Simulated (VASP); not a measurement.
# Be (P1) in VASP: a series of runs

Aim: see how the results for Be move with the level of theory and the settings. Levels: r2SCAN, r2SCAN+D3(BJ), RPBE. Tasks: single point.

Everything below comes from runs of VASP 6.6.1. Logs are shortened: lines on timing, memory, paths and dates and some standing lists are left out, and cuts for length are marked.

### Step 1. The cell of the first run

The typed cell holds 4 atoms: a = 3.848 Å, b = 2.228 Å, c = 4.182 Å, α = 73.37°, β = 62.67°, γ = 89.87°.

### Step 2. Single point, r2SCAN

The input, POSCAR:

```
Be
1.0
    3.3300841400      1.9277543900     -0.0033583200
   -1.1119160100      1.9310235800      0.0249333500
    1.0869172900      1.9617079600      3.5301808300
Be
4
Direct
    0.0708670000      0.3759100000      0.2422580000
    0.5362030000      0.9257420000      0.2389380000
    0.4774440000      0.0945120000      0.7230040000
    0.9670860000      0.6227270000      0.7139930000
```

The input, INCAR.step1:

```
SYSTEM = Be
PREC     = Accurate       ! precision mode
ENCUT    = 520            ! plane-wave cutoff, eV
ISMEAR   = -1             ! smearing method
SIGMA    = 0.1475         ! smearing width, eV
LREAL    = .False.        ! projectors in reciprocal space
LASPH    = .True.         ! aspherical terms in the spheres
NELM     = 100            ! most SCF steps
NBANDS   = 12             ! bands
GGA      = PE             ! functional
ALGO     = Normal         ! electronic algorithm
EDIFF    = 1E-4           ! SCF threshold, eV
LWAVE    = .True.         ! write WAVECAR
LCHARG   = .False.        ! write CHGCAR
```

The input, INCAR.step2:

```
SYSTEM = Be
PREC     = Accurate       ! precision mode
ENCUT    = 520            ! plane-wave cutoff, eV
EDIFF    = 1E-7           ! SCF threshold, eV
ISMEAR   = -1             ! smearing method
SIGMA    = 0.1475         ! smearing width, eV
LREAL    = .False.        ! projectors in reciprocal space
LASPH    = .True.         ! aspherical terms in the spheres
NELM     = 100            ! most SCF steps
ALGO     = Normal         ! electronic algorithm
ISIF     = 2              ! what is computed and relaxed
LWAVE    = .False.        ! write WAVECAR
LCHARG   = .True.         ! write CHGCAR
METAGGA  = R2SCAN         ! meta-GGA
LMIXTAU  = .True.       
LELF     = .True.         ! ELF
LVHAR    = .True.       
NBANDS   = 12             ! bands
ISTART   = 1
```

The input, KPOINTS:

```
Automatic mesh
0
Gamma
  5 8 5
  0 0 0.5
```

Potentials or basis: VASP PAW PBE potentials, release 64 (Be).

Launch:

```sh
$ cat potpaw_PBE.64/Be/POTCAR > POTCAR
$ cp INCAR.step1 INCAR
$ mpirun -np 1 vasp_std > vasp.out
$ cp INCAR.step2 INCAR
$ mpirun -np 1 vasp_std > vasp.out
```

OUTCAR:

```text
SYSTEM = Be
   PREC = Accurate
   ENCUT = 520
   EDIFF = 1E-7
   ISMEAR = -1
   LREAL = .False.
   LASPH = .True.
   NELM = 100
   ISIF = 2
   METAGGA = R2SCAN
   ISTART = 1

 ion  position               nearest neighbor table
   1  0.071  0.376  0.242-   2 2.05   4 2.06   4 2.06   3 2.15   2 2.16   3 2.17   3 2.28   2 2.30
                             4 2.34
   2  0.536  0.926  0.239-   1 2.05   3 2.08   4 2.11   1 2.16   4 2.17   3 2.20   3 2.24   1 2.30
                             4 2.35
   3  0.477  0.095  0.723-   2 2.08   4 2.15   1 2.15   1 2.17   2 2.20   4 2.20   2 2.24   4 2.25
                             1 2.28   4 2.30
   4  0.967  0.623  0.714-   1 2.06   1 2.06   2 2.11   3 2.15   2 2.17   3 2.20   3 2.25   3 2.30
                             1 2.34   2 2.35

  LATTYP: Found a triclinic cell.
 ALAT       =     4.1459519710
 B/A-ratio  =     0.9280905118
 C/A-ratio  =     0.5374916216
 COS(alpha) =     0.0022953525
 COS(beta)  =     0.2508902454
 COS(gamma) =     0.4661247699

  Lattice vectors:

 A1 = (  -1.1312508400,  -1.8970700100,   3.5086058000)
 A2 = (  -3.3300841400,  -1.9277543900,   0.0033583200)
 A3 = (   1.1119160100,  -1.9310235800,  -0.0249333500)

Analysis of symmetry for initial positions (statically):
=====================================================================
 Subroutine PRICEL returns:
 Original cell was already a primitive cell.

 Routine SETGRP: Setting up the symmetry group for a
 triclinic supercell.

 Subroutine GETGRP returns: Found  1 space group operations
 (whereof  1 operations were pure point group operations)
 out of a pool of  2 trial point group operations.

The static configuration has the point symmetry C_1 .

Analysis of symmetry for dynamics (positions and initial velocities):
=====================================================================
 Subroutine PRICEL returns:
 Original cell was already a primitive cell.

 Routine SETGRP: Setting up the symmetry group for a
 triclinic supercell.

 Subroutine GETGRP returns: Found  1 space group operations
 (whereof  1 operations were pure point group operations)
 out of a pool of  2 trial point group operations.

The dynamic configuration has the point symmetry C_1 .

 Subroutine INISYM returns: Found  1 space group operations
 (whereof  1 operations are pure point group operations),
 and found     1 'primitive' translations

----------------------------------------------------------------------------------------

                                     Primitive cell

  volume of cell :      30.1714

  direct lattice vectors                    reciprocal lattice vectors
     3.330084140  1.927754390 -0.003358320     0.224316696  0.130997039 -0.141860050
    -1.111916010  1.931023580  0.024933350    -0.225773677  0.389754749 -0.147071129
     1.086917290  1.961707960  3.530180830     0.001808015 -0.002628183  0.284175404

  length of vectors
     3.847818687  2.228414448  4.182327583     0.295977158  0.473827431  0.284193309

  position of ions in fractional coordinates (direct lattice)
     0.070867000  0.375910000  0.242258000
     0.536203000  0.925742000  0.238938000
     0.477444000  0.094512000  0.723004000
     0.967086000  0.622727000  0.713993000

  ion indices of the primitive-cell ions
   primitive index   ion index
                 1           1
                 2           2
                 3           3
                 4           4

----------------------------------------------------------------------------------------

 KPOINTS: Automatic mesh

Automatic generation of k-mesh.
 Grid dimensions read from file:
 generate k-points for:    5    8    5

 Generating k-lattice:

  Cartesian coordinates                     Fractional coordinates (reciprocal lattice)
     0.044863339  0.026199408 -0.028372010     0.200000000  0.000000000 -0.000000000
    -0.028221710  0.048719344 -0.018383891    -0.000000000  0.125000000  0.000000000
     0.000361603 -0.000525637  0.056835081    -0.000000000 -0.000000000  0.200000000

  Length of vectors
     0.059195432  0.059228429  0.056838662

  Shift w.r.t. Gamma in fractional coordinates (k-lattice)
     0.000000000  0.000000000  0.500000000

 Subroutine IBZKPT returns following result:
 ===========================================

 Found    101 irreducible k-points:

 Following reciprocal coordinates:
            Coordinates               Weight
  0.000000  0.000000  0.100000      2.000000
  0.200000  0.000000  0.100000      2.000000
  0.400000  0.000000  0.100000      2.000000
 -0.400000  0.000000  0.100000      2.000000
 -0.200000 -0.000000  0.100000      2.000000
 -0.000000  0.125000  0.100000      2.000000
[... 16 lines left out ...]
  0.400000  0.500000  0.100000      2.000000
 -0.400000  0.500000  0.100000      2.000000
 [... further k-points ...]
   k-points           NKPTS =    101   k-points in BZ     NKDIM =    101   number of bands    NBANDS=     12
   number of dos      NEDOS =    301   number of ions     NIONS =      4
   total plane-waves  NPLWV =  17280
   dimension x,y,z NGX =    30 NGY =   18 NGZ =   32
   dimension x,y,z NGXF=    60 NGYF=   36 NGZF=   64
   ions per type =               4
   NGX,Y,Z   is equivalent  to a cutoff of  12.96, 13.43, 12.72 a.u.
   NGXF,Y,Z  is equivalent  to a cutoff of  25.92, 26.86, 25.44 a.u.
 SYSTEM =  Be
   PREC   = accura    normal or accurate (medium, high low for compatibility)
   ISTART =      1    job   : 0-new  1-cont  2-samecut
   ICHARG =      0    charge: 1-file 2-atom 10-const
   ISPIN  =      1    spin polarized calculation?
   LNONCOLLINEAR =      F non collinear calculations
   LSORBIT =      F    spin-orbit coupling
   LASPH  =      T    aspherical Exc in radial PAW
   ENCUT  =  520.0 eV  38.22 Ry    6.18 a.u.   7.15  4.14  7.78*2*pi/ulx,y,z
   NELM   =    100;   NELMIN=  2; NELMDL=  0     # of ELM steps
   EDIFF  = 0.1E-06   stopping-criterion for ELM
   LREAL  =      F    real-space projection
   EDIFFG = 0.1E-05   stopping-criterion for IOM
   NSW    =      0    number of steps for IOM
   IBRION =     -1    ionic relax: 0-MD 1-quasi-New 2-CG
   NFREE  =      0    steps in history (QN), initial steepest desc. (CG)
   ISIF   =      2    stress and relaxation
   ISYM   =      2    0-nonsym 1-usesym 2-fastsym
   POTIM  = 0.5000    time-step for ionic-motion
   TEBEG  =    0.0;   TEEND  =   0.0 temperature during run
   PSTRESS=    0.0 pullay stress
   NELECT =       8.0000    total number of electrons
   NUPDOWN=      -1.0000    fix difference up-down
   EMIN   =  10.00;   EMAX   =-10.00  energy-range for DOS
   EFERMI =   0.00;   METHOD = LEGACY
   ISMEAR =    -1;   SIGMA  =   0.15  broadening in eV -4-tet -1-fermi 0-gaus
   EFERMI_NEDOS =   21; number of points for ismear=-14 and -15
   IALGO  =     38    algorithm
   IMIX   =      4    mixing-type and parameters
     AMIX     =   0.40;   BMIX     =  1.00
     AMIX_MAG =   1.60;   BMIX_MAG =  1.00
  volume/ion in A,a.u.               =       7.54        50.90
  Fermi-wavevector in a.u.,A,eV,Ry     =   1.051735  1.987491 15.050035  1.106146
  Thomas-Fermi vector in A             =   2.186790
   LORBIT       =      0    0 simple, 1 ext, 2 COOP (PROOUT), +10 PAW based schemes
   METAGGA = R2SCAN    functional components
   LHFCALC =     F    Hartree Fock is set to
   AEXX    =    0.0000 exact exchange contribution
   IVDW    =     0    specifies the selected vdW correction
   LEPSILON=     F    determine dielectric tensor
   LRPA    =     F    only Hartree local field effects (RPA)
 non-spin polarized calculation
  energy-cutoff  :      520.00
  volume of cell :       30.17
 maximum number of plane-waves:       824
 NGX is ok and might be reduce to    30
   NGX = 15   NGY =  9   NGZ = 15

 number of electron       8.0000000 magnetization

 Free energy of the ion-electron system (eV)
  ---------------------------------------------------
  ext. energy  EPLUGINS =         0.00000000
  ---------------------------------------------------
  free energy    TOTEN  =       -17.10614167 eV

  energy without entropy =      -17.09014775  energy(sigma->0) =      -17.09814471

 E-fermi :   7.4497     XC(G=0): -11.4209

 val. band max:        7.4461220935   @ k =   0.0000   0.3750   0.1000
 cond. band min:       7.4509326262   @ k =  -0.0000   0.3750   0.3000
 fundamental gap:      0.0048105327
 Fermi energy:         7.4497024072

 k-point     1 :       0.0000    0.0000    0.1000
  band No.  band energies     occupation
      1      -4.9143      2.00000
      2       1.9476      2.00000
      3       3.0820      2.00000
      4       3.9767      2.00000
      5       9.2000      0.00001
      6       9.3295      0.00001
      7       9.6116      0.00000
      8      19.7663      0.00000
      9      22.0697      0.00000
     10      23.2440      0.00000
     11      24.3192      0.00000
     12      25.2399      0.00000

 k-point     2 :       0.2000    0.0000    0.1000
  band No.  band energies     occupation
      1      -4.6922      2.00000
      2       2.0026      2.00000
      3       2.3971      2.00000
      4       3.0193      2.00000
      5       8.7236      0.00035
      6      10.8693      0.00000
      7      11.4243      0.00000
      8      20.6387      0.00000
      9      21.6889      0.00000
     10      22.9880      0.00000
     11      23.4375      0.00000
     12      23.9769      0.00000
[... 301 lines left out ...]
 k-point    23 :       0.4000    0.5000    0.1000
  band No.  band energies     occupation
      1       1.8571      2.00000
      2       2.7524      2.00000
      3       3.6011      2.00000
      4       4.7327      2.00000
      5       9.4381      0.00000
      6      10.1687      0.00000
      7      10.7503      0.00000
      8      12.5853      0.00000
      9      16.9911      0.00000
     10      17.8934      0.00000
     11      19.0099      0.00000
     12      20.9280      0.00000

 k-point    24 :      -0.4000    0.5000    0.1000
  band No.  band energies     occupation
      1       1.6508      2.00000
      2       2.8783      2.00000
      3       3.6293      2.00000
      4       4.8090      2.00000
      5       9.6351      0.00000
      6       9.7558      0.00000
      7      11.0148      0.00000
      8      13.6084      0.00000
      9      15.8182      0.00000
     10      16.7441      0.00000
     11      19.6118      0.00000
     12      20.6403      0.00000

 [... further k-points ...]

------------------------ aborting loop because EDIFF is reached ----------------------------------------

  FORCE on cell =-STRESS in cart. coord.  units (eV):
  Direction    XX          YY          ZZ          XY          YZ          ZX
  --------------------------------------------------------------------------------------
  -------------------------------------------------------------------------------------
  Total        1.5782919      1.4621489      1.8369406      0.4053313     -0.4061537      0.2535890
  in kB       83.8112553     77.6437696     97.5461493     21.5241050    -21.5677770     13.4662127
  external PRESSURE =      86.3337247 kB  Pullay stress =       0.0000000 kB

 VOLUME and BASIS-vectors are now :
 -----------------------------------------------------------------------------
  energy-cutoff  :      520.00
  volume of cell :       30.17
      direct lattice vectors                 reciprocal lattice vectors
     3.330084140  1.927754390 -0.003358320     0.224316696  0.130997039 -0.141860050
    -1.111916010  1.931023580  0.024933350    -0.225773677  0.389754749 -0.147071129
     1.086917290  1.961707960  3.530180830     0.001808015 -0.002628183  0.284175404

 POSITION                                       TOTAL-FORCE (eV/Angst)
 -----------------------------------------------------------------------------------
      0.08133      1.33774      0.86435        -1.175867     -0.577518     -0.873573
      1.01596      3.29002      0.86478         1.267554     -0.360462     -0.604013
      2.27068      2.52122      2.55309        -0.540875      0.515394      0.383499
      3.30411      4.46745      2.53280         0.449189      0.422586      1.094088
 -----------------------------------------------------------------------------------
    total drift:                                0.000029      0.000013      0.000091

  FREE ENERGIE OF THE ION-ELECTRON SYSTEM (eV)
  ---------------------------------------------------
  free  energy   TOTEN  =       -17.1061416731 eV

  energy  without entropy=      -17.0901477452  energy(sigma->0) =      -17.09814471
```

It took 50 s on 1 thread of Intel Xeon 6975P-C (Granite Rapids), shared host; peak memory 0.16 GiB.

What came out:

```
Free energy            : -17.1061 eV
Pressure               : 8.6 GPa
Largest force          : 1.575 eV/Å
Band gap on the k mesh : zero (band 4 reaches 8.24 eV, above the bottom of band 5 at 6.82 eV)
```

Forces in eV/Å, atoms in the order of the input:
```
Be  -1.176 -0.578 -0.874
Be   1.268 -0.360 -0.604
Be  -0.541  0.515  0.383
Be   0.449  0.423  1.094
```

Stress tensor (GPa, compression positive):
```
 8.38  2.15  1.35
 2.15  7.76 -2.16
 1.35 -2.16  9.75
```

Caveat: the k points lie up to 0.37 Å⁻¹ apart; the PAW data sets were made with another functional, which shifts forces and pressure a little.

### Step 3. Single point, r2SCAN+D3(BJ), non-collinear spin, zero start, spin-orbit coupling

POSCAR is that of step 2.

The input, INCAR.step1:

```
SYSTEM = Be
PREC     = Accurate       ! precision mode
ENCUT    = 520            ! plane-wave cutoff, eV
ISMEAR   = -1             ! smearing method
SIGMA    = 0.1475         ! smearing width, eV
LREAL    = .FALSE.        ! projectors in reciprocal space
LASPH    = .TRUE.         ! aspherical terms in the spheres
NELM     = 150            ! most SCF steps
MAGMOM   = 0 0 0 0 0 0 0 0 0 0 0 0 ! initial moments
LSORBIT  = .TRUE.         ! spin-orbit coupling
GGA_COMPAT= .FALSE.      
NBANDS   = 22             ! bands
GGA      = PE             ! functional
ALGO     = Normal         ! electronic algorithm
EDIFF    = 1E-4           ! SCF threshold, eV
LWAVE    = .TRUE.         ! write WAVECAR
LCHARG   = .FALSE.        ! write CHGCAR
```

The input, INCAR.step2:

```
SYSTEM = Be
PREC     = Accurate       ! precision mode
ENCUT    = 520            ! plane-wave cutoff, eV
EDIFF    = 1E-6           ! SCF threshold, eV
ISMEAR   = -1             ! smearing method
SIGMA    = 0.1475         ! smearing width, eV
LREAL    = .FALSE.        ! projectors in reciprocal space
LASPH    = .TRUE.         ! aspherical terms in the spheres
NELM     = 150            ! most SCF steps
ALGO     = Normal         ! electronic algorithm
ISIF     = 2              ! what is computed and relaxed
LWAVE    = .FALSE.        ! write WAVECAR
LCHARG   = .TRUE.         ! write CHGCAR
MAGMOM   = 0 0 0 0 0 0 0 0 0 0 0 0 ! initial moments
LORBIT   = 11             ! projections on sites
LSORBIT  = .TRUE.         ! spin-orbit coupling
GGA_COMPAT= .FALSE.      
LORBMOM  = .TRUE.       
METAGGA  = R2SCAN         ! meta-GGA
LMIXTAU  = .TRUE.       
IVDW     = 12             ! dispersion correction
VDW_S6   = 1.0          
VDW_S8   = 0.78981345   
VDW_A1   = 0.49484001   
VDW_A2   = 5.73083694   
LVHAR    = .TRUE.       
NBANDS   = 22             ! bands
ISTART   = 1
```

KPOINTS is that of step 2.

Potentials or basis: VASP PAW PBE potentials, release 64 (Be).

Launch:

```sh
$ cat potpaw_PBE.64/Be/POTCAR > POTCAR
$ cp INCAR.step1 INCAR
$ mpirun -np 1 vasp_ncl > vasp.out
$ cp INCAR.step2 INCAR
$ mpirun -np 1 vasp_ncl > vasp.out
```

Wall time 9.4 min (1 thread of Intel Xeon 6975P-C (Granite Rapids), shared host); peak memory 0.35 GiB.

The run converged. Its results:

```
Free energy                                           : -17.8085 eV
Pressure                                              : 4.9 GPa
Largest force                                         : 1.574 eV/Å
Net moment                                            : 0.00 μB per cell
Valence electrons inside the program's atomic spheres : Be 1.25, 1.24, 1.23
Dispersion energy per atom                            : -0.176 eV
```

Forces on the atoms (eV/Å):
```
Be  -1.176 -0.577 -0.873
Be   1.267 -0.361 -0.604
Be  -0.541  0.515  0.383
Be   0.449  0.422  1.094
```

Stress tensor (GPa, compression positive):
```
 4.62  2.15  1.35
 2.15  4.00 -2.16
 1.35 -2.16  6.00
```

Moments on the atoms (μB; x, y, z):
```
Be  0.00 0.00 0.00
Be  0.00 0.00 0.00
Be  0.00 0.00 0.00
Be  0.00 0.00 0.00
```

Caveat: the k points lie up to 0.37 Å⁻¹ apart; the PAW data sets were made with another functional, which shifts forces and pressure a little.

### Step 4. Single point, RPBE

The input, INCAR:

```
SYSTEM = Be
ALGO = Normal
EDIFF = 1E-7
ENCUT = 520
GGA = RP
ISIF = 2
ISMEAR = -1
LASPH = .TRUE.
LCHARG = .FALSE.
LREAL = .FALSE.
LWAVE = .FALSE.
NBANDS = 12
NELM = 100
PREC = Accurate
SIGMA = 0.1475
```

KPOINTS is that of step 3.

POSCAR is that of step 3.

Launch:

```sh
$ cat potpaw_PBE.64/Be/POTCAR > POTCAR
$ mpirun -np 1 vasp_std > vasp.out
```

Wall time 12 s (1 thread of Intel Xeon 6975P-C (Granite Rapids), shared host); peak memory 0.15 GiB.

It converged, with:

```yaml
Free_energy: -13.7727 eV
Pressure: 11.8 GPa
Largest_force: 1.524 eV/Å
Band_gap_on_the_k_mesh: zero (band 4 reaches 8.19 eV, above the bottom of band 5 at 6.86 eV)
```

Forces in eV/Å, atoms in the order of the input:
```
Be  -1.133 -0.564 -0.849
Be   1.223 -0.347 -0.584
Be  -0.521  0.499  0.369
Be   0.431  0.412  1.063
```

Stress tensor (GPa, compression positive):
```
11.79  1.98  1.30
 1.98 10.98 -2.03
 1.30 -2.03 12.68
```

Levels at points of the mesh, in eV from the Fermi level:
```csv
k point,band 1,band 2,band 3,band 4,band 5,band 6,band 7,band 8
"(0.00, 0.00, 0.50)",-9.60,-9.29,-5.19,-3.00,3.70,6.78,6.81,9.91
"(0.00, 0.50, 0.50)",-5.79,-5.53,-1.78,-1.00,2.32,2.62,4.31,4.78
```

Caveat: the k points lie up to 0.37 Å⁻¹ apart; the PAW data sets were made with another functional, which shifts forces and pressure a little.

### Step 5. Summary

| level | spin | gap on the mesh (eV) | pressure (GPa) | largest force (eV/Å) |
| --- | --- | --- | --- | --- |
| r2SCAN | off | none | 8.6 | 1.57 |
| r2SCAN+D3(BJ) | non-collinear, zero start, SOC | - | 4.9 | 1.57 |
| RPBE | off | none | 11.8 | 1.52 |

Alike in all rows: task single point; potentials or basis VASP PAW PBE potentials, release 64 (Be); cell as given; k mesh 5 × 8 × 5, shifted; cutoff (eV) 520; smearing fermi-dirac 0.1475 eV.

Caveats: all runs use coarse meshes; the PAW data sets were made with another functional, which shifts forces and pressure a little.

Total energies depend on the potentials used, so only differences within one code and one set of settings carry meaning.
